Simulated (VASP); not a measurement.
# MgB2 (P6/mmm) in VASP: a series of runs, part 2 of 3

VASP 6.6.1.

### Step 4. Electric field gradients, PBE

This run uses another cell than the first one, of 9.68 Å³/atom, 0.980 times its volume.

INCAR

```
PREC = Accurate
ENCUT = 520
EDIFF = 1E-8
ISMEAR = -1
SIGMA = 0.05
LREAL = False
LASPH = True
NELM = 60
ALGO = Normal
ISIF = 2
LWAVE = False
LCHARG = False
GGA = PE
LEFG = True
NBANDS = 11
```

KPOINTS

```
regular mesh
0
Gamma
  12 12 9
```

POSCAR

```
MgB2
1.0
    3.0850007055      0.0000000000      0.0000000000
   -1.5425003528      2.6716889817      0.0000000000
    0.0000000000      0.0000000000      3.5230000000
Mg B
1 2
Direct
    0.0000000000      0.0000000000      0.0000000000
    0.3333333333      0.6666666667      0.5000000000
    0.6666666667      0.3333333333      0.5000000000
```

Potentials or basis: VASP PAW PBE potentials, release 64 (Mg, B).

Launch:

```
$ cat potpaw_PBE.64/Mg/POTCAR potpaw_PBE.64/B/POTCAR > POTCAR
$ mpirun -np 1 vasp_std > vasp.out
```

OUTCAR:

```text
PREC = Accurate
   ENCUT = 520
   EDIFF = 1E-8
   ISMEAR = -1
   LREAL = False
   LASPH = True
   NELM = 60
   ISIF = 2
   GGA = PE

 ion  position               nearest neighbor table
   1  0.000  0.000  0.000-   2 2.51   3 2.51   2 2.51   3 2.51   3 2.51   3 2.51   2 2.51   2 2.51
                             3 2.51   3 2.51   2 2.51   2 2.51
   2  0.333  0.667  0.500-   3 1.78   3 1.78   3 1.78   1 2.51   1 2.51   1 2.51   1 2.51   1 2.51
                             1 2.51
   3  0.667  0.333  0.500-   2 1.78   2 1.78   2 1.78   1 2.51   1 2.51   1 2.51   1 2.51   1 2.51
                             1 2.51

  LATTYP: Found a hexagonal cell.
 ALAT       =     3.0850007055
 C/A-ratio  =     1.1419770484

  Lattice vectors:

 A1 = (   3.0850007055,   0.0000000000,   0.0000000000)
 A2 = (  -1.5425003528,   2.6716889817,   0.0000000000)
 A3 = (   0.0000000000,   0.0000000000,   3.5230000000)

Analysis of symmetry for initial positions (statically):
=====================================================================
 Subroutine PRICEL returns:
 Original cell was already a primitive cell.

 Routine SETGRP: Setting up the symmetry group for a
 hexagonal supercell.

 Subroutine GETGRP returns: Found 24 space group operations
 (whereof 24 operations were pure point group operations)
 out of a pool of 24 trial point group operations.

The static configuration has the point symmetry D_6h.

Analysis of symmetry for dynamics (positions and initial velocities):
=====================================================================
 Subroutine PRICEL returns:
 Original cell was already a primitive cell.

 Routine SETGRP: Setting up the symmetry group for a
 hexagonal supercell.

 Subroutine GETGRP returns: Found 24 space group operations
 (whereof 24 operations were pure point group operations)
 out of a pool of 24 trial point group operations.

The dynamic configuration has the point symmetry D_6h.

 Subroutine INISYM returns: Found 24 space group operations
 (whereof 24 operations are pure point group operations),
 and found     1 'primitive' translations

----------------------------------------------------------------------------------------

                                     Primitive cell

  volume of cell :      29.0371

  direct lattice vectors                    reciprocal lattice vectors
     3.085000706  0.000000000  0.000000000     0.324149034  0.187147532  0.000000000
    -1.542500353  2.671688982  0.000000000     0.000000000  0.374295065  0.000000000
     0.000000000  0.000000000  3.523000000     0.000000000  0.000000000  0.283848992

  length of vectors
     3.085000706  3.085000706  3.523000000     0.374295065  0.374295065  0.283848992

  position of ions in fractional coordinates (direct lattice)
     0.000000000  0.000000000  0.000000000
     0.333333333  0.666666667  0.500000000
     0.666666667  0.333333333  0.500000000

  ion indices of the primitive-cell ions
   primitive index   ion index
                 1           1
                 2           2
                 3           3

[... 88 lines left out ...]
   IALGO  =     38    algorithm
   IMIX   =      4    mixing-type and parameters
     AMIX     =   0.40;   BMIX     =  1.00
     AMIX_MAG =   1.60;   BMIX_MAG =  1.00
  volume/ion in A,a.u.               =       9.68        65.32
  Fermi-wavevector in a.u.,A,eV,Ry     =   1.065255  2.013040 15.439457  1.134768
  Thomas-Fermi vector in A             =   2.200800
   LORBIT       =      0    0 simple, 1 ext, 2 COOP (PROOUT), +10 PAW based schemes
   GGA     = PE    functional components
   LHFCALC =     F    Hartree Fock is set to
   AEXX    =    0.0000 exact exchange contribution
   IVDW    =     0    specifies the selected vdW correction
   LEPSILON=     F    determine dielectric tensor
   LRPA    =     F    only Hartree local field effects (RPA)
 non-spin polarized calculation
  energy-cutoff  :      520.00
  volume of cell :       29.04
 maximum number of plane-waves:       792
 NGX is ok and might be reduce to    24
   NGX = 11   NGY = 11   NGZ = 13

 number of electron       8.0000000 magnetization

 Free energy of the ion-electron system (eV)
  ---------------------------------------------------
  ext. energy  EPLUGINS =         0.00000000
  ---------------------------------------------------
  free energy    TOTEN  =       -15.32773270 eV

  energy without entropy =      -15.32343046  energy(sigma->0) =      -15.32558158

 E-fermi :   5.2211     XC(G=0): -10.9126

 val. band max:        5.2171202523   @ k =   0.4167   0.1667   0.1111
 cond. band min:       5.2718532672   @ k =   0.2500   0.2500   0.4444
 fundamental gap:      0.0547330149
 Fermi energy:         5.2211221167

 k-point     1 :       0.0000    0.0000    0.0000
  band No.  band energies     occupation
      1      -7.1585      2.00000
      2       2.3240      2.00000
      3       5.6099      0.00084
      4       5.6099      0.00084
      5       6.9184      0.00000
      6      11.5525      0.00000
      7      11.5525      0.00000
      8      13.3294      0.00000
      9      15.1832      0.00000
     10      17.9102      0.00000
     11      21.4088      0.00000
[... 309 lines left out ...]
 k-point    24 :       0.3333    0.0000    0.1111
  band No.  band energies     occupation
      1      -5.1650      2.00000
      2       0.2308      2.00000
      3       3.3920      2.00000
      4       3.5574      2.00000
      5       9.0537      0.00000
      6       9.8951      0.00000
      7      10.6578      0.00000
      8      14.6823      0.00000
      9      17.1317      0.00000
     10      17.9309      0.00000
     11      18.0560      0.00000

 [... further k-points ...]
[... 5 lines left out ...]
  --------------------------------------------------------------------------------------
  -------------------------------------------------------------------------------------
  Total       -0.2573080     -0.2573080     -0.1884757      0.0000000      0.0000000      0.0000000
  in kB      -14.1974414    -14.1974414    -10.3994945      0.0000000      0.0000000      0.0000000
  external PRESSURE =     -12.9314591 kB  Pullay stress =       0.0000000 kB

 VOLUME and BASIS-vectors are now :
 -----------------------------------------------------------------------------
  energy-cutoff  :      520.00
  volume of cell :       29.04
      direct lattice vectors                 reciprocal lattice vectors
     3.085000706  0.000000000  0.000000000     0.324149034  0.187147532  0.000000000
    -1.542500353  2.671688982  0.000000000     0.000000000  0.374295065  0.000000000
     0.000000000  0.000000000  3.523000000     0.000000000  0.000000000  0.283848992

 POSITION                                       TOTAL-FORCE (eV/Angst)
 -----------------------------------------------------------------------------------
      0.00000      0.00000      0.00000        -0.000000      0.000000      0.000000
     -0.00000      1.78113      1.76150         0.000000     -0.000000      0.000000
      1.54250      0.89056      1.76150         0.000000      0.000000     -0.000000
 -----------------------------------------------------------------------------------
    total drift:                                0.000000     -0.000000      0.000000

  FREE ENERGIE OF THE ION-ELECTRON SYSTEM (eV)
  ---------------------------------------------------
  free  energy   TOTEN  =       -15.3277326966 eV

  energy  without entropy=      -15.3234304650  energy(sigma->0) =      -15.32558158

 Electric field gradients (V/A^2)
---------------------------------------------------------------------
 ion       V_xx      V_yy      V_zz      V_xy      V_xz      V_yz
---------------------------------------------------------------------
   1       0.078     0.078    -0.155    -0.000     0.000     0.000
   2      -9.785    -9.785    19.569    -0.000     0.000    -0.000
   3      -9.785    -9.785    19.569    -0.000     0.000     0.000
---------------------------------------------------------------------

 Electric field gradients after diagonalization (V/A^2)
 (convention: |V_zz| > |V_xx| > |V_yy|)
----------------------------------------------------------------------
 ion       V_xx      V_yy      V_zz     asymmetry (V_yy - V_xx)/ V_zz
----------------------------------------------------------------------
   1       0.078     0.078    -0.155       0.000
   2      -9.785    -9.785    19.569       0.000
   3      -9.785    -9.785    19.569       0.000
----------------------------------------------------------------------

           NMR quadrupolar parameters

 Cq : quadrupolar parameter    Cq=e*Q*V_zz/h
 eta: asymmetry parameters     (V_yy - V_xx)/ V_zz
 Q  : nuclear electric quadrupole moment in mb (millibarn)
----------------------------------------------------------------------
 ion       Cq(MHz)       eta       Q (mb)
----------------------------------------------------------------------
   1      -0.000       0.000       1.000
   2       0.047       0.000       1.000
   3       0.047       0.000       1.000
----------------------------------------------------------------------
```

It took 39 s on 1 thread of Intel Xeon 8259CL, shared host; peak memory 0.16 GiB.

What came out:

| Quantity | Value |
| --- | --- |
| Free energy | -15.3277 eV |
| Pressure | -1.3 GPa |
| Band gap on the k mesh | zero (band 4 reaches 7.05 eV, above the bottom of band 5 at 3.35 eV) |

Electric field gradients, principal values (V/Å²):
```tsv
atom	least	middle	greatest (by size)
1 Mg	0.078	0.078	-0.155
2 B	-9.785	-9.785	19.569
3 B	-9.785	-9.785	19.569
```

Caveat: without QUAD_EFG the Cq values of the log hold for a quadrupole moment of 1 mb, not for the nuclei.

### Step 5. Electric field gradients, PBE (volume scaled by 0.94)

INCAR

```
SYSTEM = MgB2
PREC     = Accurate       ! precision mode
ENCUT    = 520            ! plane-wave cutoff, eV
EDIFF    = 1E-8           ! SCF threshold, eV
ISMEAR   = -1             ! smearing method
SIGMA    = 0.05           ! smearing width, eV
LREAL    = .False.        ! projectors in reciprocal space
LASPH    = .True.         ! aspherical terms in the spheres
NELM     = 60             ! most SCF steps
ALGO     = Normal         ! electronic algorithm
ISIF     = 2              ! what is computed and relaxed
LWAVE    = .False.        ! write WAVECAR
LCHARG   = .False.        ! write CHGCAR
GGA      = PE             ! functional
LEFG     = .True.       
NBANDS   = 11             ! bands
```

KPOINTS

```
Automatic mesh
0
Gamma
  12 12 9
  0 0 0
```

POSCAR

```
MgB2
1.0
    3.0220238365      0.0000000000      0.0000000000
   -1.5110119183      2.6171494133      0.0000000000
    0.0000000000      0.0000000000      3.4510818610
Mg B
1 2
Direct
    0.0000000000      0.0000000000      0.0000000000
    0.3333333333      0.6666666667      0.5000000000
    0.6666666667      0.3333333333      0.5000000000
```

Potentials or basis: VASP PAW PBE potentials, release 64 (Mg, B).

Launch:

```
$ cat potpaw_PBE.64/Mg/POTCAR potpaw_PBE.64/B/POTCAR > POTCAR
$ mpirun -np 1 vasp_std > vasp.out
```

OUTCAR:

```text
SYSTEM = MgB2
   PREC = Accurate
   ENCUT = 520
   EDIFF = 1E-8
   ISMEAR = -1
   LREAL = .False.
   LASPH = .True.
   NELM = 60
   ISIF = 2
   GGA = PE

 ion  position               nearest neighbor table
   1  0.000  0.000  0.000-   2 2.45   3 2.45   2 2.45   3 2.45   3 2.45   3 2.45   2 2.45   2 2.45
                             3 2.45   3 2.45   2 2.45   2 2.45
   2  0.333  0.667  0.500-   3 1.74   3 1.74   3 1.74   1 2.45   1 2.45   1 2.45   1 2.45   1 2.45
                             1 2.45
   3  0.667  0.333  0.500-   2 1.74   2 1.74   2 1.74   1 2.45   1 2.45   1 2.45   1 2.45   1 2.45
                             1 2.45

  LATTYP: Found a hexagonal cell.
 ALAT       =     3.0220238365
 C/A-ratio  =     1.1419770484

  Lattice vectors:

 A1 = (   3.0220238365,   0.0000000000,   0.0000000000)
 A2 = (  -1.5110119183,   2.6171494133,   0.0000000000)
 A3 = (   0.0000000000,   0.0000000000,   3.4510818610)

Analysis of symmetry for initial positions (statically):
=====================================================================
 Subroutine PRICEL returns:
 Original cell was already a primitive cell.

 Routine SETGRP: Setting up the symmetry group for a
 hexagonal supercell.

 Subroutine GETGRP returns: Found 24 space group operations
 (whereof 24 operations were pure point group operations)
 out of a pool of 24 trial point group operations.

The static configuration has the point symmetry D_6h.

Analysis of symmetry for dynamics (positions and initial velocities):
=====================================================================
 Subroutine PRICEL returns:
 Original cell was already a primitive cell.

 Routine SETGRP: Setting up the symmetry group for a
 hexagonal supercell.

 Subroutine GETGRP returns: Found 24 space group operations
 (whereof 24 operations were pure point group operations)
 out of a pool of 24 trial point group operations.

The dynamic configuration has the point symmetry D_6h.

 Subroutine INISYM returns: Found 24 space group operations
 (whereof 24 operations are pure point group operations),
 and found     1 'primitive' translations

----------------------------------------------------------------------------------------

                                     Primitive cell

  volume of cell :      27.2949

  direct lattice vectors                    reciprocal lattice vectors
     3.022023836  0.000000000  0.000000000     0.330904074  0.191047556  0.000000000
    -1.511011918  2.617149413  0.000000000     0.000000000  0.382095113  0.000000000
     0.000000000  0.000000000  3.451081861     0.000000000  0.000000000  0.289764207

  length of vectors
     3.022023836  3.022023837  3.451081861     0.382095113  0.382095113  0.289764207

  position of ions in fractional coordinates (direct lattice)
     0.000000000  0.000000000  0.000000000
     0.333333333  0.666666667  0.500000000
     0.666666667  0.333333333  0.500000000

  ion indices of the primitive-cell ions
   primitive index   ion index
                 1           1
                 2           2
                 3           3

[... 87 lines left out ...]
   EFERMI_NEDOS =   21; number of points for ismear=-14 and -15
   IALGO  =     38    algorithm
   IMIX   =      4    mixing-type and parameters
     AMIX     =   0.40;   BMIX     =  1.00
     AMIX_MAG =   1.60;   BMIX_MAG =  1.00
  volume/ion in A,a.u.               =       9.10        61.40
  Fermi-wavevector in a.u.,A,eV,Ry     =   1.087454  2.054990 16.089657  1.182556
  Thomas-Fermi vector in A             =   2.223614
   LORBIT       =      0    0 simple, 1 ext, 2 COOP (PROOUT), +10 PAW based schemes
   GGA     = PE    functional components
   LHFCALC =     F    Hartree Fock is set to
   AEXX    =    0.0000 exact exchange contribution
   IVDW    =     0    specifies the selected vdW correction
   LEPSILON=     F    determine dielectric tensor
   LRPA    =     F    only Hartree local field effects (RPA)
 non-spin polarized calculation
  energy-cutoff  :      520.00
  volume of cell :       27.29
 maximum number of plane-waves:       752
 NGX is ok and might be reduce to    24
   NGX = 11   NGY = 11   NGZ = 13

 number of electron       8.0000000 magnetization

 Free energy of the ion-electron system (eV)
  ---------------------------------------------------
  ext. energy  EPLUGINS =         0.00000000
  ---------------------------------------------------
  free energy    TOTEN  =       -15.28770081 eV

  energy without entropy =      -15.28335175  energy(sigma->0) =      -15.28552628

 E-fermi :   5.6678     XC(G=0): -11.1573

 val. band max:        5.6522447715   @ k =   0.0833   0.0000   0.2222
 cond. band min:       5.6867078651   @ k =   0.2500   0.2500   0.4444
 fundamental gap:      0.0344630936
 Fermi energy:         5.6677785077

 k-point     1 :       0.0000    0.0000    0.0000
  band No.  band energies     occupation
      1      -7.0893      2.00000
      2       2.6425      2.00000
      3       6.0992      0.00036
      4       6.0992      0.00036
      5       7.5187      0.00000
      6      12.2721      0.00000
      7      12.2721      0.00000
      8      14.4552      0.00000
      9      16.1810      0.00000
     10      19.0527      0.00000
     11      22.4329      0.00000
[... 309 lines left out ...]
 k-point    24 :       0.3333    0.0000    0.1111
  band No.  band energies     occupation
      1      -5.0175      2.00000
      2       0.5526      2.00000
      3       3.7568      2.00000
      4       3.9465      2.00000
      5       9.6158      0.00000
      6      10.5617      0.00000
      7      11.5837      0.00000
      8      15.6329      0.00000
      9      18.1763      0.00000
     10      18.9991      0.00000
     11      19.0167      0.00000

 [... further k-points ...]
[... 5 lines left out ...]
  --------------------------------------------------------------------------------------
  -------------------------------------------------------------------------------------
  Total        1.7553384      1.7553384      1.1004316     -0.0000000      0.0000000      0.0000000
  in kB      103.0361837    103.0361837     64.5939687     -0.0000000      0.0000000      0.0000000
  external PRESSURE =      90.2221120 kB  Pullay stress =       0.0000000 kB

 VOLUME and BASIS-vectors are now :
 -----------------------------------------------------------------------------
  energy-cutoff  :      520.00
  volume of cell :       27.29
      direct lattice vectors                 reciprocal lattice vectors
     3.022023836  0.000000000  0.000000000     0.330904074  0.191047556  0.000000000
    -1.511011918  2.617149413  0.000000000     0.000000000  0.382095113  0.000000000
     0.000000000  0.000000000  3.451081861     0.000000000  0.000000000  0.289764207

 POSITION                                       TOTAL-FORCE (eV/Angst)
 -----------------------------------------------------------------------------------
      0.00000      0.00000      0.00000         0.000000      0.000000      0.000000
     -0.00000      1.74477      1.72554         0.000000     -0.000000      0.000000
      1.51101      0.87238      1.72554        -0.000000      0.000000     -0.000000
 -----------------------------------------------------------------------------------
    total drift:                                0.000000     -0.000000      0.000000

  FREE ENERGIE OF THE ION-ELECTRON SYSTEM (eV)
  ---------------------------------------------------
  free  energy   TOTEN  =       -15.2877008066 eV

  energy  without entropy=      -15.2833517546  energy(sigma->0) =      -15.28552628

 Electric field gradients (V/A^2)
---------------------------------------------------------------------
 ion       V_xx      V_yy      V_zz      V_xy      V_xz      V_yz
---------------------------------------------------------------------
   1       0.115     0.115    -0.231     0.000    -0.000    -0.000
   2      -9.978    -9.978    19.956     0.000     0.000    -0.000
   3      -9.978    -9.978    19.956     0.000     0.000    -0.000
---------------------------------------------------------------------

 Electric field gradients after diagonalization (V/A^2)
 (convention: |V_zz| > |V_xx| > |V_yy|)
----------------------------------------------------------------------
 ion       V_xx      V_yy      V_zz     asymmetry (V_yy - V_xx)/ V_zz
----------------------------------------------------------------------
   1       0.115     0.115    -0.231       0.000
   2      -9.978    -9.978    19.956       0.000
   3      -9.978    -9.978    19.956       0.000
----------------------------------------------------------------------

           NMR quadrupolar parameters

 Cq : quadrupolar parameter    Cq=e*Q*V_zz/h
 eta: asymmetry parameters     (V_yy - V_xx)/ V_zz
 Q  : nuclear electric quadrupole moment in mb (millibarn)
----------------------------------------------------------------------
 ion       Cq(MHz)       eta       Q (mb)
----------------------------------------------------------------------
   1      -0.001       0.000       1.000
   2       0.048       0.000       1.000
   3       0.048       0.000       1.000
----------------------------------------------------------------------
```

Wall time 26 s (1 thread of Intel Xeon Platinum 8259CL at 2.50GHz (Skylake/Cascade Lake), shared host); peak memory 0.16 GiB.

Results:

| Property | Result |
| --- | --- |
| Free energy | -15.2877 eV |
| Pressure | 9.0 GPa |
| Band gap on the k mesh | zero (band 4 reaches 7.55 eV, above the bottom of band 5 at 3.69 eV) |

Stress tensor (GPa, compression positive):
```
10.30  0.00  0.00
 0.00 10.30  0.00
 0.00  0.00  6.46
```

Levels at points of the mesh, in eV from the Fermi level:
```csv
k point,band 1,band 2,band 3,band 4,band 5,band 6,band 7,band 8,band 9
"(0.00, 0.00, 0.00)",-12.76,-3.03,0.43,0.43,1.85,6.60,6.60,8.79,10.51
"(0.50, 0.00, 0.00)",-8.69,-8.06,-2.22,0.23,3.26,4.06,5.67,7.73,13.26
```

Electric field gradients, principal values (V/Å²):
```
atom   least  middle  greatest (by size)
1 Mg   0.115   0.115              -0.231
 2 B  -9.978  -9.978              19.956
 3 B  -9.978  -9.978              19.956
```

Caveat: the cell differs from its parent crystal (volume scaled by 0.94); without QUAD_EFG the Cq values of the log hold for a quadrupole moment of 1 mb, not for the nuclei.

(Continued in part 3 of 3.)
